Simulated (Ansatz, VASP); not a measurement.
# One calculation of AlGa3N4, two programs

Contents of INCAR:

```
SYSTEM = AlGa3N4
PREC = Accurate
ENCUT = 520
EDIFF = 1E-6
ISMEAR = 0
SIGMA = 0.05
LREAL = .FALSE.
LASPH = .TRUE.
NELM = 60
ALGO = Normal
ISIF = 2
LWAVE = .FALSE.
LCHARG = .FALSE.
GGA = PS
NBANDS = 41
```

KPOINTS

```
Automatic mesh
0
G
  6 6 6
  0 0 0
```

The input POSCAR:

```
AlGa3N4
1.0
    4.4716853600      0.0000000000      0.0000000000
    0.0000000000      4.4716853600      0.0000000000
    0.0000000000      0.0000000000      4.4716853600
Al Ga N
1 3 4
Direct
   -0.0370343875      0.1663740490      0.0183393141
    0.4346025806      0.4878761447      0.0153813076
    0.5165350064     -0.0823061781      0.5298763297
   -0.0291301153      0.4382668724      0.4693746731
    0.7289580708      0.7780205610      0.1839229754
    0.7291217818      0.2370903924      0.7808461271
    0.3322011657      0.7763410745      0.7087317008
    0.3247458975      0.1983370840      0.2935275723
```

Input for Ansatz:

```yaml
crystal:
  lattice:
    - [4.47168536, 0.0, 0.0]
    - [0.0, 4.47168536, 0.0]
    - [0.0, 0.0, 4.47168536]
  atoms:
    - { symbol: Al, position: [-0.0370343875, 0.166374049, 0.0183393141] }
    - { symbol: Ga, position: [0.4346025806, 0.4878761447, 0.0153813076] }
    - { symbol: Ga, position: [0.5165350064, -0.0823061781, 0.5298763297] }
    - { symbol: Ga, position: [-0.0291301153, 0.4382668724, 0.4693746731] }
    - { symbol: "N", position: [0.7289580708, 0.778020561, 0.1839229754] }
    - { symbol: "N", position: [0.7291217818, 0.2370903924, 0.7808461271] }
    - { symbol: "N", position: [0.3322011657, 0.7763410745, 0.7087317008] }
    - { symbol: "N", position: [0.3247458975, 0.198337084, 0.2935275723] }
basis:
  ecutwfc: 420
kpoints:
  mp_grid: { grid: [6, 6, 6] }
hamiltonian:
  xc: pbesol
scf:
  occupations: { method: gaussian, width: 0.05 }
output:
  forces: true
  stress: true
  eigenvalues: true
```

Change from the starting cell: all atoms moved at random (sigma 0.22 Å a component).

Alike in both runs: task single point; functional PBEsol; k mesh 6 × 6 × 6; occupations gaussian, width 0.05 eV; no spin polarisation.

```csv
,VASP,Ansatz
version,VASP 6.6.1,Ansatz 0.2.0
potentials or method,"VASP PAW PBE potentials, release 64 (Al, Ga_d, N), cutoff 520 eV","scalar-relativistic, plane waves, PAW"
valence electrons in the cell,62,62
```

|  | VASP | Ansatz | Ansatz less VASP |
| --- | --- | --- | --- |
| gap on the k mesh at the Fermi level (eV) | 0.23 | 0.23 | +0.002 |
| least direct gap on the mesh (eV) | 0.64 | 0.63 | -0.009 |
| rms of the force components (eV/Å) | 13.253 | 13.164 | -0.0893 |

VASP's potentials were made for PBE, not for PBEsol. Atom by atom the forces differ by 0.095 eV/Å (rms over components).
